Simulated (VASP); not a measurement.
# Al3InAs4 (P-43m) in VASP: single point with PBE

Aim: the single point of Al3InAs4 with PBE.

All numbers are computed with VASP 6.6.1; they aren't measurements. Logs are shortened: lines on timing, memory, paths and dates and some standing lists are left out, and cuts for length are marked.

### 1 The cell of the first run

Symmetry: P-43m, No. 215, cubic system. Conventional cell: a = 6.024 Å, b = 6.024 Å, c = 6.024 Å, α = 90.00°, β = 90.00°, γ = 90.00°. Within 3.4 Å of Al (site symmetry -42m) lie 4 As at 2.57 Å. In (site symmetry -43m) has 4 As at 2.71 Å within 3.6 Å. Within 3.4 Å of As (site symmetry 3m) lie 3 Al at 2.57 Å and 1 In at 2.71 Å.

### 2 Single point, PBE (27.32 Å³/atom)

INCAR reads:

```
PREC = Accurate ; ENCUT = 510
EDIFF = 1E-6 ; ISMEAR = 0
SIGMA = 0.02 ; LREAL = F
LASPH = T ; NELM = 120
ALGO = Normal ; ISIF = 2
LWAVE = F ; LCHARG = F
GGA = PE ; NBANDS = 51
GGA_COMPAT = F
```

KPOINTS reads:

```
regular mesh
0
Gamma
  6 6 6
```

POSCAR reads:

```
Al3InAs4
1.0
    6.0238575038      0.0000000000      0.0000000000
    0.0000000000      6.0238575038      0.0000000000
    0.0000000000      0.0000000000      6.0238575038
Al In As
3 1 4
Direct
    0.5000000000      0.0000000000      0.0000000000
    0.0000000000      0.0000000000      0.5000000000
    0.0000000000      0.5000000000      0.0000000000
    0.5000000000      0.5000000000      0.5000000000
    0.7601999030      0.2398000970      0.7601999030
    0.7601999030      0.7601999030      0.2398000970
    0.2398000970      0.2398000970      0.2398000970
    0.2398000970      0.7601999030      0.7601999030
```

Potentials or basis: VASP PAW PBE potentials, release 64 (Al, In_d, As_d).

Started as:

```bash
> cat potpaw_PBE.64/Al/POTCAR potpaw_PBE.64/In_d/POTCAR potpaw_PBE.64/As_d/POTCAR > POTCAR
> mpirun -np 1 vasp_std > vasp.out
```

OUTCAR:

```text
PREC = Accurate
   ENCUT = 510
   EDIFF = 1E-6
   ISMEAR = 0
   LREAL = F
   LASPH = T
   NELM = 120
   ISIF = 2
   GGA = PE

 ion  position               nearest neighbor table
   1  0.500  0.000  0.000-   5 2.57   6 2.57   7 2.57   8 2.57
   2  0.000  0.000  0.500-   5 2.57   6 2.57   7 2.57   8 2.57
   3  0.000  0.500  0.000-   5 2.57   6 2.57   7 2.57   8 2.57
   4  0.500  0.500  0.500-   5 2.71   6 2.71   7 2.71   8 2.71
   5  0.760  0.240  0.760-   1 2.57   2 2.57   3 2.57   4 2.71
   6  0.760  0.760  0.240-   1 2.57   2 2.57   3 2.57   4 2.71
   7  0.240  0.240  0.240-   1 2.57   2 2.57   3 2.57   4 2.71
   8  0.240  0.760  0.760-   1 2.57   2 2.57   3 2.57   4 2.71

  LATTYP: Found a simple cubic cell.
 ALAT       =     6.0238575038

  Lattice vectors:

 A1 = (   6.0238575038,   0.0000000000,   0.0000000000)
 A2 = (   0.0000000000,   6.0238575038,   0.0000000000)
 A3 = (   0.0000000000,   0.0000000000,   6.0238575038)

Analysis of symmetry for initial positions (statically):
=====================================================================
 Subroutine PRICEL returns:
 Original cell was already a primitive cell.

 Routine SETGRP: Setting up the symmetry group for a
 simple cubic supercell.

 Subroutine GETGRP returns: Found 24 space group operations
 (whereof 24 operations were pure point group operations)
 out of a pool of 48 trial point group operations.

The static configuration has the point symmetry T_d .

Analysis of symmetry for dynamics (positions and initial velocities):
=====================================================================
 Subroutine PRICEL returns:
 Original cell was already a primitive cell.

 Routine SETGRP: Setting up the symmetry group for a
 simple cubic supercell.

 Subroutine GETGRP returns: Found 24 space group operations
 (whereof 24 operations were pure point group operations)
 out of a pool of 48 trial point group operations.

The dynamic configuration has the point symmetry T_d .

 Subroutine INISYM returns: Found 24 space group operations
 (whereof 24 operations are pure point group operations),
 and found     1 'primitive' translations

----------------------------------------------------------------------------------------

                                     Primitive cell

  volume of cell :     218.5869

  direct lattice vectors                    reciprocal lattice vectors
[... 100 lines left out ...]
   ISIF   =      2    stress and relaxation
   ISYM   =      2    0-nonsym 1-usesym 2-fastsym
   POTIM  = 0.5000    time-step for ionic-motion
   TEBEG  =    0.0;   TEEND  =   0.0 temperature during run
   PSTRESS=    0.0 pullay stress
   NELECT =      82.0000    total number of electrons
   NUPDOWN=      -1.0000    fix difference up-down
   EMIN   =  10.00;   EMAX   =-10.00  energy-range for DOS
   EFERMI =   0.00;   METHOD = LEGACY
   ISMEAR =     0;   SIGMA  =   0.02  broadening in eV -4-tet -1-fermi 0-gaus
   EFERMI_NEDOS =   21; number of points for ismear=-14 and -15
   IALGO  =     38    algorithm
   IMIX   =      4    mixing-type and parameters
     AMIX     =   0.40;   BMIX     =  1.00
     AMIX_MAG =   1.60;   BMIX_MAG =  1.00
  volume/ion in A,a.u.               =      27.32       184.39
  Fermi-wavevector in a.u.,A,eV,Ry     =   1.180696  2.231192 18.967107  1.394043
  Thomas-Fermi vector in A             =   2.316983
   LORBIT       =      0    0 simple, 1 ext, 2 COOP (PROOUT), +10 PAW based schemes
   GGA     = PE    functional components
   LHFCALC =     F    Hartree Fock is set to
   AEXX    =    0.0000 exact exchange contribution
   IVDW    =     0    specifies the selected vdW correction
   LEPSILON=     F    determine dielectric tensor
   LRPA    =     F    only Hartree local field effects (RPA)
 non-spin polarized calculation
 Gauss-broadening in eV      SIGMA  =   0.02
  energy-cutoff  :      510.00
  volume of cell :      218.59
 maximum number of plane-waves:      5832
 NGX is ok and might be reduce to    48
   NGX = 23   NGY = 23   NGZ = 23

 number of electron      81.9999962 magnetization

 Free energy of the ion-electron system (eV)
  ---------------------------------------------------
  ext. energy  EPLUGINS =         0.00000000
  ---------------------------------------------------
  free energy    TOTEN  =       -35.53880110 eV

  energy without entropy =      -35.53880110  energy(sigma->0) =      -35.53880110

 E-fermi :   2.4612     XC(G=0):  -8.8110

 val. band max:        2.2813681887   @ k =   0.0000   0.0000   0.0000
 cond. band min:       2.7901625804   @ k =   0.0000   0.0000   0.0000
 fundamental gap:      0.5087943917
 Fermi energy:         2.4611542064

 k-point     1 :       0.0000    0.0000    0.0000
  band No.  band energies     occupation
      1     -32.2489      2.00000
      2     -32.2481      2.00000
      3     -32.2481      2.00000
      4     -32.2481      2.00000
      5     -32.2411      2.00000
      6     -32.2411      2.00000
[... 1069 lines left out ...]
     50       6.9257      0.00000
     51       6.9257      0.00000

------------------------ aborting loop because EDIFF is reached ----------------------------------------

  FORCE on cell =-STRESS in cart. coord.  units (eV):
  Direction    XX          YY          ZZ          XY          YZ          ZX
  --------------------------------------------------------------------------------------
  -------------------------------------------------------------------------------------
  Total       -6.5087033     -6.5087033     -6.5087033      0.0000000     -0.0000000      0.0000000
  in kB      -47.7068766    -47.7068766    -47.7068766      0.0000000     -0.0000000      0.0000000
  external PRESSURE =     -47.7068766 kB  Pullay stress =       0.0000000 kB

 VOLUME and BASIS-vectors are now :
 -----------------------------------------------------------------------------
  energy-cutoff  :      510.00
  volume of cell :      218.59
      direct lattice vectors                 reciprocal lattice vectors
     6.023857504  0.000000000  0.000000000     0.166006583  0.000000000  0.000000000
     0.000000000  6.023857504  0.000000000     0.000000000  0.166006583  0.000000000
     0.000000000  0.000000000  6.023857504     0.000000000  0.000000000  0.166006583

 POSITION                                       TOTAL-FORCE (eV/Angst)
 -----------------------------------------------------------------------------------
      3.01193      0.00000      0.00000        -0.000000      0.000000      0.000000
      0.00000      0.00000      3.01193        -0.000000      0.000000      0.000000
      0.00000      3.01193      0.00000        -0.000000      0.000000      0.000000
      3.01193      3.01193      3.01193        -0.000000      0.000000      0.000000
      4.57934      1.44452      4.57934         0.002881     -0.002881      0.002881
      4.57934      4.57934      1.44452         0.002881      0.002881     -0.002881
      1.44452      1.44452      1.44452        -0.002881     -0.002881     -0.002881
      1.44452      4.57934      4.57934        -0.002881      0.002881      0.002881
 -----------------------------------------------------------------------------------
    total drift:                                0.000000      0.000000      0.000000

  FREE ENERGIE OF THE ION-ELECTRON SYSTEM (eV)
  ---------------------------------------------------
  free  energy   TOTEN  =       -35.5388010989 eV

  energy  without entropy=      -35.5388010989  energy(sigma->0) =      -35.53880110
```

OSZICAR:

```text
N       E                     dE             d eps       ncg     rms          rms(c)
DAV:   1     0.955633440331E+03    0.95563E+03   -0.34306E+04  2933   0.624E+03
DAV:   2     0.158471119849E+03   -0.79716E+03   -0.76429E+03  2040   0.142E+03
DAV:   3    -0.153178675044E+02   -0.17379E+03   -0.16728E+03  2088   0.244E+02
DAV:   4    -0.354514359890E+02   -0.20134E+02   -0.19765E+02  2438   0.905E+01
DAV:   5    -0.363671652277E+02   -0.91573E+00   -0.91131E+00  2356   0.217E+01    0.770E+00
DAV:   6    -0.356266662816E+02    0.74050E+00   -0.14011E+00  2956   0.896E+00    0.391E+00
DAV:   7    -0.355336198931E+02    0.93046E-01   -0.66023E-01  2911   0.313E+00    0.135E+00
DAV:   8    -0.355388828792E+02   -0.52630E-02   -0.10393E-01  2759   0.337E+00    0.518E-01
DAV:   9    -0.355379509212E+02    0.93196E-03   -0.12016E-02  2396   0.120E+00    0.303E-01
DAV:  10    -0.355386013308E+02   -0.65041E-03   -0.47470E-03  2743   0.592E-01    0.151E-01
DAV:  11    -0.355387887759E+02   -0.18745E-03   -0.58876E-04  2643   0.159E-01    0.367E-02
DAV:  12    -0.355387975172E+02   -0.87413E-05   -0.59510E-05  2719   0.727E-02    0.991E-03
DAV:  13    -0.355388008116E+02   -0.32944E-05   -0.59311E-06  1789   0.149E-02    0.278E-03
DAV:  14    -0.355388010989E+02   -0.28732E-06   -0.94148E-07  1576   0.725E-03
   1 F= -.35538801E+02 E0= -.35538801E+02  d E =-.126141E-38
```

It took 3 min on 1 thread of AMD EPYC 7R13 (Zen 3), shared host; peak memory 0.4 GiB.

What came out:

| Property | Result |
| --- | --- |
| Free energy | -35.5388 eV |
| Pressure | -4.8 GPa |
| Largest force | 0.005 eV/Å |
| Band gap on the k mesh | 0.51 eV |

Forces in eV/Å, atoms in the order of the input:
```
Al   0.000  0.000  0.000
Al   0.000  0.000  0.000
Al   0.000  0.000  0.000
In   0.000  0.000  0.000
As   0.003 -0.003  0.003
As   0.003  0.003 -0.003
As  -0.003 -0.003 -0.003
As  -0.003  0.003  0.003
```

Levels at points of the mesh, in eV from the valence-band top:
```
           k point  band 37  band 38  band 39  band 40  band 41  band 42  band 43  band 44  band 45  band 46
(0.00, 0.00, 0.00)    -1.83    -1.83     0.00     0.00     0.00     0.51     1.65     1.73     1.73     1.73
(0.50, 0.00, 0.00)    -2.40    -1.30    -1.30    -0.95    -0.95     2.36     2.59     2.99     3.12     4.23
(0.50, 0.50, 0.00)    -2.37    -1.11    -0.81    -0.63    -0.63     2.73     2.73     2.75     3.32     4.98
(0.50, 0.50, 0.50)    -0.87    -0.87    -0.47    -0.47    -0.47     1.12     1.47     1.47     1.47     4.31
```

Caveat: the cell stands under tension; semilocal functionals underestimate gaps, and a narrow one can read as zero; spin-orbit coupling is left out, which moves the levels of the heavy elements.
